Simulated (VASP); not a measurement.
## Zr5TiN6: single point with PBE

The system is Zr5TiN6.

```
Zr Ti N
1.0
     3.15507    0.00000    0.00000
    -1.57754    2.73237    0.00000
     0.00000    0.00000   16.31788
Zr Ti N
5 1 6
Direct
  0.33333 0.66667 0.66103
  0.33333 0.66667 0.00000
  0.33333 0.66667 0.33897
  0.66667 0.33333 0.83054
  0.66667 0.33333 0.16946
  0.66667 0.33333 0.50000
  0.00000 0.00000 0.57721
  0.00000 0.00000 0.91544
  0.00000 0.00000 0.25388
  0.00000 0.00000 0.74612
  0.00000 0.00000 0.08456
  0.00000 0.00000 0.42279
```

* Program: VASP 6.6.1
* Task: single point
* Functional: PBE
* Potentials or basis: VASP PAW PBE potentials, release 64 (Zr_sv, Ti_sv, N)
* Cutoff: 520 eV
* k mesh: 12 × 12 × 4
* Occupations: gaussian, width 0.1 eV
* Spin: no spin polarisation
* Dipole correction: no
* Further INCAR settings: ALGO = Normal; EDIFF = 1e-06; NBANDS = 63

| Quantity | Value |
| --- | --- |
| Pressure | 0.3 GPa |
| Largest force | 0.014 eV/Å |
| Band gap on the k mesh | zero (bands 51 and 52 overlap by 0.94 eV) |

Forces on the atoms (eV/Å):
```
Zr   0.000  0.000 -0.002
Zr   0.000  0.000  0.000
Zr   0.000  0.000  0.002
Zr   0.000  0.000 -0.005
Zr   0.000  0.000  0.005
Ti   0.000  0.000  0.000
N    0.000  0.000  0.014
N    0.000  0.000  0.001
N    0.000  0.000  0.000
N    0.000  0.000  0.000
N    0.000  0.000 -0.001
N    0.000  0.000 -0.014
```

Levels at points of the mesh, in eV from the Fermi level:
```csv
k point,band 49,band 50,band 51,band 52,band 53,band 54
"(0.00, 0.00, 0.00)",-0.62,0.39,0.39,0.80,0.95,0.95
"(0.50, 0.00, 0.00)",-2.03,-0.92,-0.66,0.62,0.84,1.89
"(0.00, 0.00, 0.50)",0.08,0.28,0.58,0.58,0.80,0.80
"(0.50, 0.00, 0.50)",-1.61,-1.37,-0.16,0.07,1.43,1.54
```

Wall time 19 min on 1 thread of AMD EPYC 7R43 64-Core Processor (Zen 3), on a shared host, peak memory 0.49 GiB.
